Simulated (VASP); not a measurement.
# TaN in VASP: notebook, part 3 of 3

VASP 6.6.1. Earlier steps stand in the parts before.

## Step 6: Single point, PBE

This run uses another cell than the first one, of 10.81 Å³/atom.

INCAR

```
SYSTEM = TaN
PREC = Accurate ; ENCUT = 520
EDIFF = 1E-6 ; ISMEAR = 0
SIGMA = 0.026000000000000002 ; LREAL = .False.
LASPH = .True. ; NELM = 100
ALGO = Normal ; ISIF = 2
LWAVE = .False. ; LCHARG = .True.
GGA = PE ; LELF = .True.
LVHAR = .True. ; NBANDS = 15
```

KPOINTS

```
Automatic mesh
0
Gamma
  10 10 10
  0 0 0
```

POSCAR

```
TaN
1.0
    0.0000000000      2.2113230000      2.2113230000
    2.2113230000      0.0000000000      2.2113230000
    2.2113230000      2.2113230000      0.0000000000
Ta N
1 1
Direct
    0.5000000000      0.5000000000      0.5000000000
    0.0000000000      0.0000000000      0.0000000000
```

Potentials or basis: VASP PAW PBE potentials, release 64 (Ta_pv, N).

On the command line:

```bash
$ cat potpaw_PBE.64/Ta_pv/POTCAR potpaw_PBE.64/N/POTCAR > POTCAR
$ mpirun -np 1 vasp_std > vasp.out
```

OUTCAR:

```text
SYSTEM = TaN
   PREC = Accurate
   ENCUT = 520
   EDIFF = 1E-6
   ISMEAR = 0
   LREAL = .False.
   LASPH = .True.
   NELM = 100
   ISIF = 2
   GGA = PE

 ion  position               nearest neighbor table
   1  0.500  0.500  0.500-   2 2.21   2 2.21   2 2.21   2 2.21   2 2.21   2 2.21
   2  0.000  0.000  0.000-   1 2.21   1 2.21   1 2.21   1 2.21   1 2.21   1 2.21

  LATTYP: Found a face centered cubic cell.
 ALAT       =     4.4226460000

  Lattice vectors:

 A1 = (   0.0000000000,   2.2113230000,   2.2113230000)
 A2 = (   2.2113230000,   0.0000000000,   2.2113230000)
 A3 = (   2.2113230000,   2.2113230000,   0.0000000000)

Analysis of symmetry for initial positions (statically):
=====================================================================
 Subroutine PRICEL returns:
 Original cell was already a primitive cell.

 Routine SETGRP: Setting up the symmetry group for a
 face centered cubic supercell.

 Subroutine GETGRP returns: Found 48 space group operations
 (whereof 48 operations were pure point group operations)
 out of a pool of 48 trial point group operations.

The static configuration has the point symmetry O_h .

Analysis of symmetry for dynamics (positions and initial velocities):
[... 165 lines left out ...]

 k-point     1 :       0.0000    0.0000    0.0000
  band No.  band energies     occupation
      1     -26.4715      2.00000
      2     -26.4715      2.00000
      3     -26.4715      2.00000
      4      -9.3586      2.00000
      5       5.5906      2.00000
      6       5.5906      2.00000
      7       5.5906      2.00000
      8       7.2890      2.00000
      9       7.2890      2.00000
     10       7.2890      2.00000
     11       9.4075      0.94134
     12       9.4075      0.94129
     13      10.7342      0.00000
     14      18.7519      0.00000
[... 401 lines left out ...]
      2     -26.6983      2.00000
      3     -26.6743      2.00000
      4      -7.8290      2.00000
      5       1.4936      2.00000
      6       3.5494      2.00000
      7       4.2153      2.00000
      8       5.5544      2.00000
      9      11.4687      0.00000
     10      12.1973      0.00000
     11      12.2760      0.00000
     12      13.0965      0.00000
     13      17.5752      0.00000
     14      19.8463      0.00000
     15      21.6681      0.00000

 [... further k-points ...]
[... 5 lines left out ...]
  --------------------------------------------------------------------------------------
  -------------------------------------------------------------------------------------
  Total       -0.0792654     -0.0792654     -0.0792654      0.0000000     -0.0000000      0.0000000
  in kB       -5.8722917     -5.8722917     -5.8722917      0.0000000     -0.0000000      0.0000000
  external PRESSURE =      -5.8722917 kB  Pullay stress =       0.0000000 kB

 VOLUME and BASIS-vectors are now :
 -----------------------------------------------------------------------------
  energy-cutoff  :      520.00
  volume of cell :       21.63
      direct lattice vectors                 reciprocal lattice vectors
     0.000000000  2.211323000  2.211323000    -0.226108985  0.226108985  0.226108985
     2.211323000  0.000000000  2.211323000     0.226108985 -0.226108985  0.226108985
     2.211323000  2.211323000  0.000000000     0.226108985  0.226108985 -0.226108985

 POSITION                                       TOTAL-FORCE (eV/Angst)
 -----------------------------------------------------------------------------------
      2.21132      2.21132      2.21132         0.000000      0.000000      0.000000
      0.00000      0.00000      0.00000        -0.000000     -0.000000     -0.000000
 -----------------------------------------------------------------------------------
    total drift:                                0.000000     -0.000000     -0.000000

  FREE ENERGIE OF THE ION-ELECTRON SYSTEM (eV)
  ---------------------------------------------------
  free  energy   TOTEN  =       -21.8389787440 eV

  energy  without entropy=      -21.8383637030  energy(sigma->0) =      -21.83867122
```

stdout:

```text
POSCAR found type information on POSCAR TaN
 POSCAR found :  2 types and       2 ions
 scaLAPACK will be used
 LDA part: xc-table for (Slater+PW92), standard interpolation
 POSCAR, INCAR and KPOINTS ok, starting setup
 FFT: planning ... GRIDC
 FFT: planning ... GRID_SOFT
 FFT: planning ... GRID
 WAVECAR not read
 entering main loop
```

Run time: 15 s. Hardware: 1 thread of Intel Xeon 8259CL, shared host; peak memory 0.15 GiB.

Results:

```yaml
Free_energy: -21.8390 eV
Pressure: -0.6 GPa
Band_gap_on_the_k_mesh: zero (bands 8 and 9 overlap by 3.91 eV)
```

Levels at points of the mesh, in eV from the Fermi level:
```csv
k point,band 4,band 5,band 6,band 7,band 8,band 9,band 10,band 11,band 12,band 13
"(0.00, 0.00, 0.00)",-18.76,-3.82,-3.82,-3.82,-2.12,-2.12,-2.12,0.00,0.00,1.33
"(0.50, 0.00, 0.00)",-15.84,-10.28,-7.50,-7.50,1.79,1.79,1.89,3.72,7.30,7.30
"(0.50, 0.50, 0.00)",-17.51,-6.65,-5.41,-4.64,-4.64,2.00,3.39,3.39,4.30,6.56
```

Caveat: spin-orbit coupling is left out, which moves the levels of the heavy elements.

## Step 7: Summary

```tsv
level	cell	k mesh	smearing	gap on the mesh (eV)	pressure (GPa)
PBE	a = 3.189 Å, angles 60.0°, 2 atoms, atomic positions A	10 × 10 × 10	fermi-dirac 0.05 eV	none	-17.3
PBE	a = 3.127 Å, angles 60.0°, 2 atoms, atomic positions B	10 × 10 × 10	fermi-dirac 0.05 eV	none	1.2
PBE	a = 3.127 Å, angles 60.0°, 2 atoms, atomic positions A	6 × 6 × 6	fermi-dirac 0.04 eV	none	0.0
revPBE	a = 3.127 Å, angles 60.0°, 2 atoms, atomic positions A	10 × 10 × 10	fermi-dirac 0.05 eV	none	2.8
PBE	a = 3.127 Å, angles 60.0°, 2 atoms, atomic positions A	10 × 10 × 10	gaussian 0.026 eV	none	-0.6
```

Alike in all rows: task single point; potentials or basis VASP PAW PBE potentials, release 64 (Ta_pv, N); no spin polarisation; cutoff (eV) 520.

Caveats: some runs use coarse meshes; spin-orbit coupling is left out, which moves the levels of the heavy elements; the cell stands under tension (at least some runs); the PAW data sets were made with another functional, which shifts forces and pressure a little (at least some runs).

Total energies depend on the potentials used, so only differences within one code and one set of settings carry meaning.
